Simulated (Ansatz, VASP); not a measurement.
Two plane-wave programs on Ag

POSCAR

```
Ag
1.0
    2.7154691185      0.0000000000      0.0000000000
    0.0000000000      2.7154691185      0.0000000000
    0.0000000000      0.0000000000      2.7154691185
Ag
1
Direct
    0.0000000000      0.0000000000      0.0000000000
```

File INCAR.step1:

```
PREC = Accurate
ENCUT = 520
ISMEAR = -1
SIGMA = 0.1
LREAL = F
LASPH = T
NELM = 80
NBANDS = 12
GGA = PE
ALGO = Normal
EDIFF = 1E-4
LWAVE = T
LCHARG = F
```

INCAR.step2

```
PREC = Accurate
ENCUT = 520
EDIFF = 1E-7
ISMEAR = -1
SIGMA = 0.1
LREAL = F
LASPH = T
NELM = 80
ALGO = Normal
ISIF = 2
LWAVE = F
LCHARG = F
METAGGA = R2SCAN
LMIXTAU = T
NBANDS = 12
ISTART = 1
```

KPOINTS

```
regular mesh
0
Gamma
  13 13 13
```

Input for Ansatz:

```yaml
crystal:
  lattice:
    - [2.7154691185, 0.0, 0.0]
    - [0.0, 2.7154691185, 0.0]
    - [0.0, 0.0, 2.7154691185]
  atoms:
    - { symbol: Ag, position: [0.0, 0.0, 0.0] }
hamiltonian:
  xc: r2scan
  pseudopotentials:
    kind: paw
    azcp:
      Ag: "pseudopotentials/Ag.paw.azcp"
basis:
  ecutwfc: 500
  fft_grid_basis: typed
kpoints:
  mp_grid: { grid: [13, 13, 13], shift: [0, 0, 0] }
magnetization:
  spin_polarized: false
scf:
  occupations: { method: fermi_dirac, width: 0.1 }
  lower_state_search: "off"
output:
  stress: true
```

Alike in both runs: task single point; functional r2SCAN; k mesh 13 × 13 × 13; occupations fermi-dirac, width 0.1 eV; no spin polarisation.

|  | VASP | Ansatz |
| --- | --- | --- |
| version | VASP 6.6.1 | Ansatz 0.2.0 |
| potentials or method | VASP PAW PBE potentials, release 64 (Ag), cutoff 520 eV | plane waves (500 eV) with PAW, scalar-relativistic |
| valence electrons in the cell | 11 | 19 |

VASP gave:

| Quantity | Value |
| --- | --- |
| pressure (GPa) | 0.2 |

What did Ansatz give for the same quantities?

Pressure (GPa): 0.0.

VASP's potentials were made for PBE, not for r2SCAN. With one functional, cell and mesh, what is left measures potentials, basis and numerics. VASP's potentials hold 11 valence electrons a cell and Ansatz's 19, so a difference there can come from the potentials and not from the codes.
